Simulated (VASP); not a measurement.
# Be2Se3 (C2/m) in VASP: further runs

The runs below take Be2Se3 through single point, with PBE.

Everything below comes from runs of VASP 6.6.1. Logs are shortened: lines on timing, memory, paths and dates and some standing lists are left out, and cuts for length are marked.

## Step 1: The cell of the first run

It takes space group C2/m (No. 12, monoclinic). The conventional cell has a = 5.486 Å, b = 5.337 Å, c = 5.663 Å, α = 90.00°, β = 104.25°, γ = 90.00°. Within 3.4 Å of Be (site symmetry m) lie 9 Se at 2.54 to 3.24 Å. Within 2.0 Å of Se (site symmetry m) lie 1 Se at 1.52 Å. Se (site symmetry 2/m) has 2 Se at 1.52 Å within 2.0 Å.

## Step 2: Single point, PBE

Input file INCAR:

```
PREC = Accurate ; ENCUT = 520
EDIFF = 1E-6 ; ISMEAR = 0
SIGMA = 0.1 ; LREAL = False
LASPH = True ; NELM = 100
ALGO = Normal ; ISIF = 2
LWAVE = False ; LCHARG = False
GGA = PE ; NBANDS = 19
```

Input file KPOINTS:

```
Automatic mesh
0
Gamma
  4 4 4
```

Input file POSCAR:

```
Be2Se3
1.0
    2.7429863600     -2.6686060400      0.0000000000
    2.7429863600      2.6686060400      0.0000000000
   -1.3934375500      0.0000000000      5.4885577700
Be Se
2 3
Direct
    0.1912999900      0.1912999900      0.7989000000
    0.8087000100      0.8087000100      0.2011000000
    0.7010999800      0.7010999800      0.7384999900
    0.2989000200      0.2989000200      0.2615000100
    0.5000000000      0.5000000000      0.5000000000
```

Potentials or basis: VASP PAW PBE potentials, release 64 (Be, Se).

The run is started by

```bash
cat potpaw_PBE.64/Be/POTCAR potpaw_PBE.64/Se/POTCAR > POTCAR
mpirun -np 1 vasp_std > vasp.out
```

OUTCAR:

```text
PREC = Accurate
   ENCUT = 520
   EDIFF = 1E-6
   ISMEAR = 0
   LREAL = False
   LASPH = True
   NELM = 100
   ISIF = 2
   GGA = PE

 ion  position               nearest neighbor table
   1  0.191  0.191  0.799-   4 2.54
   2  0.809  0.809  0.201-   3 2.54
   3  0.701  0.701  0.738-   5 1.52   2 2.54
   4  0.299  0.299  0.262-   5 1.52   1 2.54
   5  0.500  0.500  0.500-   3 1.52   4 1.52

  LATTYP: Found a base centered monoclinic cell.
 ALAT       =     5.4859727200
 B/A-ratio  =     0.9728834525
 C/A-ratio  =     1.0322105832
 COS(beta)  =    -0.2460739034

  Lattice vectors:

 A1 = (   2.7429863600,  -2.6686060400,   0.0000000000)
 A2 = (   2.7429863600,   2.6686060400,   0.0000000000)
 A3 = (  -1.3934375500,   0.0000000000,   5.4885577700)

Analysis of symmetry for initial positions (statically):
=====================================================================
 Subroutine PRICEL returns:
 Original cell was already a primitive cell.

 Routine SETGRP: Setting up the symmetry group for a
 base centered monoclinic supercell.

 Subroutine GETGRP returns: Found  4 space group operations
 (whereof  4 operations were pure point group operations)
 out of a pool of  4 trial point group operations.

The static configuration has the point symmetry C_2h.

Analysis of symmetry for dynamics (positions and initial velocities):
=====================================================================
 Subroutine PRICEL returns:
 Original cell was already a primitive cell.

 Routine SETGRP: Setting up the symmetry group for a
 base centered monoclinic supercell.

 Subroutine GETGRP returns: Found  4 space group operations
 (whereof  4 operations were pure point group operations)
 out of a pool of  4 trial point group operations.

The dynamic configuration has the point symmetry C_2h.

 Subroutine INISYM returns: Found  4 space group operations
 (whereof  4 operations are pure point group operations),
 and found     1 'primitive' translations

----------------------------------------------------------------------------------------

                                     Primitive cell

  volume of cell :      80.3519

  direct lattice vectors                    reciprocal lattice vectors
     2.742986360 -2.668606040  0.000000000     0.182283079 -0.187363737  0.046278111
     2.742986360  2.668606040  0.000000000     0.182283079  0.187363737  0.046278111
    -1.393437550  0.000000000  5.488557770     0.000000000  0.000000000  0.182197226

  length of vectors
     3.826935114  3.826935114  5.662679101     0.265469310  0.265469310  0.182197226

  position of ions in fractional coordinates (direct lattice)
     0.191299990  0.191299990  0.798900000
     0.808700010  0.808700010  0.201100000
     0.701099980  0.701099980  0.738499990
     0.298900020  0.298900020  0.261500010
     0.500000000  0.500000000  0.500000000

  ion indices of the primitive-cell ions
   primitive index   ion index
                 1           1
                 2           2
                 3           3
                 4           4
                 5           5

----------------------------------------------------------------------------------------

 KPOINTS: Automatic mesh

Automatic generation of k-mesh.
 Grid dimensions read from file:
 generate k-points for:    4    4    4

 Generating k-lattice:

  Cartesian coordinates                     Fractional coordinates (reciprocal lattice)
     0.045570770 -0.046840934  0.011569528     0.250000000  0.000000000  0.000000000
     0.045570770  0.046840934  0.011569528     0.000000000  0.250000000  0.000000000
     0.000000000  0.000000000  0.045549306     0.000000000  0.000000000  0.250000000

  Length of vectors
     0.066367327  0.066367327  0.045549306

  Shift w.r.t. Gamma in fractional coordinates (k-lattice)
     0.000000000  0.000000000  0.000000000

 Subroutine IBZKPT returns following result:
 ===========================================

 Found     24 irreducible k-points:

 Following reciprocal coordinates:
            Coordinates               Weight
  0.000000  0.000000  0.000000      1.000000
  0.250000 -0.000000 -0.000000      4.000000
  0.500000 -0.000000 -0.000000      2.000000
  0.250000  0.250000 -0.000000      2.000000
  0.500000  0.250000  0.000000      4.000000
 -0.250000  0.250000  0.000000      2.000000
[... 16 lines left out ...]
 -0.250000  0.250000  0.500000      2.000000
  0.500000  0.500000  0.500000      1.000000
   k-points           NKPTS =     24   k-points in BZ     NKDIM =     24   number of bands    NBANDS=     19
   number of dos      NEDOS =    301   number of ions     NIONS =      5
   total plane-waves  NPLWV =  32928
   dimension x,y,z NGX =    28 NGY =   28 NGZ =   42
   dimension x,y,z NGXF=    56 NGYF=   56 NGZF=   84
   ions per type =               2   3
   NGX,Y,Z   is equivalent  to a cutoff of  12.16, 12.16, 12.33 a.u.
   NGXF,Y,Z  is equivalent  to a cutoff of  24.33, 24.33, 24.66 a.u.
 SYSTEM =  unknown system
   PREC   = accura    normal or accurate (medium, high low for compatibility)
   ISTART =      0    job   : 0-new  1-cont  2-samecut
   ICHARG =      2    charge: 1-file 2-atom 10-const
   ISPIN  =      1    spin polarized calculation?
   LNONCOLLINEAR =      F non collinear calculations
   LSORBIT =      F    spin-orbit coupling
   LASPH  =      T    aspherical Exc in radial PAW
   ENCUT  =  520.0 eV  38.22 Ry    6.18 a.u.   7.12  7.12 10.53*2*pi/ulx,y,z
   NELM   =    100;   NELMIN=  2; NELMDL= -5     # of ELM steps
   EDIFF  = 0.1E-05   stopping-criterion for ELM
   LREAL  =      F    real-space projection
   EDIFFG = 0.1E-04   stopping-criterion for IOM
   NSW    =      0    number of steps for IOM
   IBRION =     -1    ionic relax: 0-MD 1-quasi-New 2-CG
   NFREE  =      0    steps in history (QN), initial steepest desc. (CG)
   ISIF   =      2    stress and relaxation
   ISYM   =      2    0-nonsym 1-usesym 2-fastsym
   POTIM  = 0.5000    time-step for ionic-motion
   TEBEG  =    0.0;   TEEND  =   0.0 temperature during run
   PSTRESS=    0.0 pullay stress
   NELECT =      22.0000    total number of electrons
   NUPDOWN=      -1.0000    fix difference up-down
   EMIN   =  10.00;   EMAX   =-10.00  energy-range for DOS
   EFERMI =   0.00;   METHOD = LEGACY
   ISMEAR =     0;   SIGMA  =   0.10  broadening in eV -4-tet -1-fermi 0-gaus
   EFERMI_NEDOS =   21; number of points for ismear=-14 and -15
   IALGO  =     38    algorithm
   IMIX   =      4    mixing-type and parameters
     AMIX     =   0.40;   BMIX     =  1.00
     AMIX_MAG =   1.60;   BMIX_MAG =  1.00
  volume/ion in A,a.u.               =      16.07       108.45
  Fermi-wavevector in a.u.,A,eV,Ry     =   1.063042  2.008857 15.375366  1.130058
  Thomas-Fermi vector in A             =   2.198513
   LORBIT       =      0    0 simple, 1 ext, 2 COOP (PROOUT), +10 PAW based schemes
   GGA     = PE    functional components
   LHFCALC =     F    Hartree Fock is set to
   AEXX    =    0.0000 exact exchange contribution
   IVDW    =     0    specifies the selected vdW correction
   LEPSILON=     F    determine dielectric tensor
   LRPA    =     F    only Hartree local field effects (RPA)
 non-spin polarized calculation
 Gauss-broadening in eV      SIGMA  =   0.10
  energy-cutoff  :      520.00
  volume of cell :       80.35
 maximum number of plane-waves:      2186
   NGX = 15   NGY = 15   NGZ = 21

 number of electron      22.0000000 magnetization

 Free energy of the ion-electron system (eV)
  ---------------------------------------------------
  ext. energy  EPLUGINS =         0.00000000
  ---------------------------------------------------
  free energy    TOTEN  =        21.52968443 eV

  energy without entropy =       21.53810444  energy(sigma->0) =       21.53389443

 E-fermi :   7.0187     XC(G=0): -10.0418

 val. band max:        6.9949040318   @ k =   0.5000  -0.0000   0.2500
 cond. band min:       7.0520279483   @ k =  -0.2500  -0.2500   0.2500
 fundamental gap:      0.0571239165
 Fermi energy:         7.0186630150

 k-point     1 :       0.0000    0.0000    0.0000
  band No.  band energies     occupation
      1     -16.9139      2.00000
      2     -12.6143      2.00000
      3      -4.6058      2.00000
      4      -2.6816      2.00000
      5      -2.2501      2.00000
      6      -0.1805      2.00000
[... 11 lines left out ...]
     18      11.7235      0.00000
     19      12.4432      0.00000

 k-point     2 :       0.2500   -0.0000   -0.0000
  band No.  band energies     occupation
      1     -16.8159      2.00000
      2     -12.6122      2.00000
      3      -4.3112      2.00000
      4      -3.3968      2.00000
      5      -2.3585      2.00000
      6      -0.8090      2.00000
[... 11 lines left out ...]
     18      11.4721      0.00000
     19      12.1315      0.00000

 k-point     3 :       0.5000   -0.0000   -0.0000
  band No.  band energies     occupation
      1     -16.7123      2.00000
      2     -12.6174      2.00000
      3      -4.3524      2.00000
      4      -3.4797      2.00000
      5      -2.3743      2.00000
      6      -1.4016      2.00000
[... 11 lines left out ...]
     18      11.5486      0.00000
     19      12.2923      0.00000

 k-point     4 :       0.2500    0.2500   -0.0000
  band No.  band energies     occupation
      1     -16.7198      2.00000
      2     -12.6094      2.00000
      3      -3.8163      2.00000
      4      -3.2959      2.00000
      5      -3.2237      2.00000
      6      -1.7286      2.00000
[... 407 lines left out ...]
     18      12.9974      0.00000
     19      13.5251      0.00000

 k-point    23 :      -0.2500    0.2500    0.5000
  band No.  band energies     occupation
      1     -16.7098      2.00000
      2     -12.6358      2.00000
      3      -3.6044      2.00000
      4      -3.5912      2.00000
      5      -3.1360      2.00000
      6      -2.0023      2.00000
[... 11 lines left out ...]
     18      12.0870      0.00000
     19      12.8745      0.00000

 k-point    24 :       0.5000    0.5000    0.5000
  band No.  band energies     occupation
      1     -16.5272      2.00000
      2     -12.5469      2.00000
      3      -3.9978      2.00000
      4      -3.8898      2.00000
      5      -3.6208      2.00000
      6      -1.0319      2.00000
[... 11 lines left out ...]
     18      12.9888      0.00000
     19      13.6849      0.00000

------------------------ aborting loop because EDIFF is reached ----------------------------------------

  FORCE on cell =-STRESS in cart. coord.  units (eV):
  Direction    XX          YY          ZZ          XY          YZ          ZX
  --------------------------------------------------------------------------------------
  -------------------------------------------------------------------------------------
  Total       62.3835656     -0.5958825    174.8379232      0.0000000      0.0000000    100.1167366
  in kB     1243.8970213    -11.8815982   3486.1805325      0.0000000      0.0000000   1996.2775335
  external PRESSURE =    1572.7319852 kB  Pullay stress =       0.0000000 kB

 VOLUME and BASIS-vectors are now :
 -----------------------------------------------------------------------------
  energy-cutoff  :      520.00
  volume of cell :       80.35
      direct lattice vectors                 reciprocal lattice vectors
     2.742986360 -2.668606040  0.000000000     0.182283079 -0.187363737  0.046278111
     2.742986360  2.668606040  0.000000000     0.182283079  0.187363737  0.046278111
    -1.393437550  0.000000000  5.488557770     0.000000000  0.000000000  0.182197226

 POSITION                                       TOTAL-FORCE (eV/Angst)
 -----------------------------------------------------------------------------------
     -0.06375      0.00000      4.38481        -0.325564     -0.000000      0.294679
      4.15629      0.00000      1.10375         0.325564     -0.000000     -0.294679
      2.81716      0.00000      4.05330        39.590591     -0.000000     66.613697
      1.27537      0.00000      1.43526       -39.590591     -0.000000    -66.613697
      2.04627      0.00000      2.74428        -0.000000      0.000000      0.000000
 -----------------------------------------------------------------------------------
    total drift:                                0.000000      0.000000     -0.000000

  FREE ENERGIE OF THE ION-ELECTRON SYSTEM (eV)
  ---------------------------------------------------
  free  energy   TOTEN  =        21.5296844281 eV

  energy  without entropy=       21.5381044395  energy(sigma->0) =       21.53389443
```

Wall time 17 s (1 thread of Intel Xeon 6975P-C (Granite Rapids), shared host); peak memory 0.18 GiB.

What came out:

```
Free energy            : 21.5297 eV
Pressure               : 157.3 GPa
Largest force          : 77.491 eV/Å
Band gap on the k mesh : zero (band 11 reaches 7.27 eV, above the bottom of band 12 at 6.39 eV)
```

Forces in eV/Å, atoms in the order of the input:
```
Be   -0.326   0.000   0.295
Be    0.326   0.000  -0.295
Se   39.591   0.000  66.614
Se  -39.591   0.000 -66.614
Se    0.000   0.000   0.000
```

Stress tensor (GPa, compression positive):
```
124.39   0.00 199.63
  0.00  -1.19   0.00
199.63   0.00 348.62
```

Levels at points of the mesh, in eV from the Fermi level:
```
           k point  band 7  band 8  band 9  band 10  band 11  band 12  band 13  band 14  band 15  band 16
(0.00, 0.00, 0.00)   -6.14   -5.89   -2.71    -2.25    -0.25     0.81     2.00     3.06     3.08     3.80
(0.50, 0.00, 0.00)   -7.35   -5.23   -1.66    -0.40    -0.07     0.51     1.48     1.88     2.03     3.40
(0.50, 0.50, 0.00)   -6.71   -6.20   -3.28    -2.64    -2.32    -0.15     3.21     3.28     4.28     5.36
(0.00, 0.00, 0.50)   -5.70   -5.40   -2.22    -1.71    -1.38     1.12     1.58     1.62     3.39     3.86
(0.50, 0.00, 0.50)   -6.22   -5.23   -2.51    -0.68    -0.68     0.32     0.89     1.03     2.19     2.85
(0.50, 0.50, 0.50)   -7.11   -6.48   -2.43    -1.99    -0.38     0.27     1.15     2.64     3.17     4.38
```

Caveat: the k points lie up to 0.42 Å⁻¹ apart; forces of over 1 eV/Å act on the atoms, so gaps and moduli don't describe the material at rest.

## Step 3: Single point, PBE

This run uses another cell than the first one, of 22.53 Å³/atom, 1.402 times its volume.

Input file INCAR:

```
PREC = Accurate
ENCUT = 520
EDIFF = 1E-6
ISMEAR = 0
SIGMA = 0.1
LREAL = F
LASPH = T
NELM = 60
ALGO = Normal
ISIF = 2
LWAVE = F
LCHARG = F
GGA = PE
NBANDS = 19
```

Input file KPOINTS:

```
Automatic mesh
0
Gamma
  10 10 8
```

Input file POSCAR:

```
Be2Se3
1.0
    2.7765576595     -3.6617626063      0.0035030014
    2.7765576595      3.6617626063      0.0035030014
   -1.0086415856      0.0000000000      5.5389848626
Be Se
2 3
Direct
    0.2049560573      0.2049560573      0.1988380104
    0.7950439427      0.7950439427      0.8011619896
    0.8182922436      0.8182922436      0.1836803145
    0.1817077564      0.1817077564      0.8163196855
    0.5000000000      0.5000000000      0.5000000000
```

Potentials or basis: VASP PAW PBE potentials, release 64 (Be, Se).

The run is started by

```bash
cat potpaw_PBE.64/Be/POTCAR potpaw_PBE.64/Se/POTCAR > POTCAR
mpirun -np 1 vasp_std > vasp.out
```

Run time: 3.2 min. Hardware: 1 thread of Intel Xeon 6975P-C (Granite Rapids), shared host; peak memory 0.52 GiB.

The run converged. Its results:

| Property | Result |
| --- | --- |
| Free energy | -18.8251 eV |
| Pressure | 0.1 GPa |
| Largest force | 0.025 eV/Å |
| Band gap on the k mesh | zero (band 11 reaches 2.41 eV, above the bottom of band 12 at 2.03 eV) |

Forces in eV/Å, atoms in the order of the input:
```
Be   0.005  0.000  0.004
Be  -0.005  0.000 -0.004
Se  -0.019  0.000  0.015
Se   0.019  0.000 -0.015
Se   0.000  0.000  0.000
```

Stress tensor (GPa, compression positive):
```
0.15 0.00 0.03
0.00 0.03 0.00
0.03 0.00 0.16
```

Levels at points of the mesh, in eV from the Fermi level:
```tsv
k point	band 8	band 9	band 10	band 11	band 12	band 13	band 14	band 15
(0.00, 0.00, 0.00)	-2.35	-1.86	-1.05	-1.00	2.19	2.79	3.53	4.05
(0.50, 0.00, 0.00)	-2.30	-2.15	-0.94	-0.45	0.03	3.13	3.87	4.02
(0.50, 0.50, 0.00)	-3.80	-2.61	-0.93	-0.88	2.47	2.78	3.72	6.00
(0.00, 0.00, 0.50)	-1.61	-1.12	-1.05	-0.92	0.12	2.77	3.08	4.01
(0.50, 0.00, 0.50)	-2.09	-1.89	-1.81	-1.36	1.69	2.23	3.43	4.59
(0.50, 0.50, 0.50)	-3.29	-2.44	-1.12	-0.10	0.35	3.40	4.90	5.16
```
